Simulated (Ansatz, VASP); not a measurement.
## SiO2 in VASP and in Ansatz

File INCAR:

```
PREC     = Accurate       # precision mode
ENCUT    = 520            # plane-wave cutoff, eV
EDIFF    = 1E-7           # SCF threshold, eV
ISMEAR   = 0              # smearing method
SIGMA    = 0.05           # smearing width, eV
LREAL    = False          # projectors in reciprocal space
LASPH    = True           # aspherical terms in the spheres
NELM     = 80             # most SCF steps
ALGO     = Normal         # electronic algorithm
ISIF     = 2              # what is computed and relaxed
LWAVE    = False          # write WAVECAR
LCHARG   = True           # write CHGCAR
GGA      = PE             # functional
LELF     = True           # ELF
LVHAR    = True         
NBANDS   = 25             # bands
```

Contents of KPOINTS:

```
regular mesh
0
Gamma
  6 6 8
```

The input POSCAR:

```
SiO2
1.0
    4.2361165246      0.0000000000      0.0000000000
    0.0000000000      4.2361165246      0.0000000000
    0.0000000000      0.0000000000      2.6904781099
Si O
2 4
Direct
    0.5000000000      0.5000000000      0.4907079712
    0.0000000000      0.0000000000     -0.0092920288
    0.6930152168      0.6930152168      0.0000000000
    0.1930152168      0.8069847832      0.5000000000
    0.3069847832      0.3069847832      0.0000000000
    0.8069847832      0.1930152168      0.5000000000
```

Input for Ansatz:

```yaml
crystal:
  lattice:
    - [4.2361165246, 0.0, 0.0]
    - [0.0, 4.2361165246, 0.0]
    - [0.0, 0.0, 2.6904781099]
  atoms:
    - { symbol: Si, position: [0.5, 0.5, 0.4907079712] }
    - { symbol: Si, position: [0.0, 0.0, -0.0092920288] }
    - { symbol: O, position: [0.6930152168, 0.6930152168, 0.0] }
    - { symbol: O, position: [0.1930152168, 0.8069847832, 0.5] }
    - { symbol: O, position: [0.3069847832, 0.3069847832, 0.0] }
    - { symbol: O, position: [0.8069847832, 0.1930152168, 0.5] }
basis:
  ecutwfc: 420
kpoints:
  mp_grid: { grid: [6, 6, 8] }
hamiltonian:
  xc: pbe
scf:
  occupations: { method: gaussian, width: 0.05 }
output:
  forces: true
  stress: true
  eigenvalues: true
```

Change from the starting cell: all Si atoms moved +0.025 Å, as atom 1 towards its neighbour atom 1 (Si) at 2.690 Å.

Alike in both runs: task single point; functional PBE; k mesh 6 × 6 × 8; occupations gaussian, width 0.05 eV; no spin polarisation.

|  | VASP | Ansatz |
| --- | --- | --- |
| version | VASP 6.6.1 | Ansatz 0.2.0 |
| potentials or method | VASP PAW PBE potentials, release 64 (Si, O), cutoff 520 eV | scalar-relativistic, plane waves, PAW |
| valence electrons in the cell | 32 | 32 |

```csv
,VASP,Ansatz,Ansatz less VASP
gap on the k mesh at the Fermi level (eV),5.02,5.04,+0.015
least direct gap on the mesh (eV),5.02,5.04,+0.015
pressure (GPa),0.3,0.2,-0.14
"traceless stress, the component that is largest in VASP (GPa)",0.48,0.06,-0.425
rms of the force components (eV/Å),0.226,0.222,-0.0043
```

Atom by atom the forces differ by 0.010 eV/Å (rms over components). The functional is the same, so the differences come from potentials, cutoffs and numerics.
